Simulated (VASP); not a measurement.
Wanted: the native input for a VASP 6.6.1 run.

```yaml
Task: single point
Functional: PBE
Potentials_or_basis: VASP PAW PBE potentials, release 64 (Nb_sv, Te)
Cutoff: 520 eV
k_mesh: 6 × 6 × 12
Occupations: gaussian, width 0.1 eV
Spin: no spin polarisation
Dipole_correction: no
Further_INCAR_settings: ALGO = Normal; EDIFF = 1e-06; NBANDS = 41
```

The structure of NbTe3 lies in POSCAR:

```
NbTe3
1.0
    9.9058077254      0.0000000000      0.0000000000
   -4.9529038627      8.5786811352      0.0000000000
    0.0000000000      0.0000000000      3.4303253911
Nb Te
2 6
Direct
    0.3333333333      0.6666666667      0.2500000000
    0.6666666667      0.3333333333      0.7500000000
    0.7937462523      0.5874925045      0.2500000000
    0.2062537477      0.7937462523      0.7500000000
    0.4125074955      0.2062537477      0.2500000000
    0.2062537477      0.4125074955      0.7500000000
    0.7937462523      0.2062537477      0.2500000000
    0.5874925045      0.7937462523      0.7500000000
```

The input as run:

INCAR

```
SYSTEM = NbTe3
PREC = Accurate ; ENCUT = 520
EDIFF = 1E-6 ; ISMEAR = 0
SIGMA = 0.1 ; LREAL = .False.
LASPH = .True. ; NELM = 60
ALGO = Normal ; ISIF = 2
LWAVE = .False. ; LCHARG = .False.
GGA = PE ; NBANDS = 41
```

KPOINTS

```
regular mesh
0
Gamma
  6 6 12
  0 0 0
```

Potentials or basis: VASP PAW PBE potentials, release 64 (Nb_sv, Te).

Run with:

```sh
$ cat potpaw_PBE.64/Nb_sv/POTCAR potpaw_PBE.64/Te/POTCAR > POTCAR
$ mpirun -np 1 vasp_std > vasp.out
```

It gave:

```yaml
Pressure: -0.1 GPa
Largest_force: 0.010 eV/Å
Band_gap_on_the_k_mesh: zero (bands 31 and 32 overlap by 0.54 eV)
```

Caveat: spin-orbit coupling is left out, which moves the levels of the heavy elements; this functional lacks dispersion, which binds layers or chains, so the pressure and a relaxed spacing across them are unreliable.

Wall time 11 min on 1 thread of Intel(R) Xeon(R) Platinum 8488C (Sapphire Rapids), with other jobs on the host, peak memory 0.71 GiB.
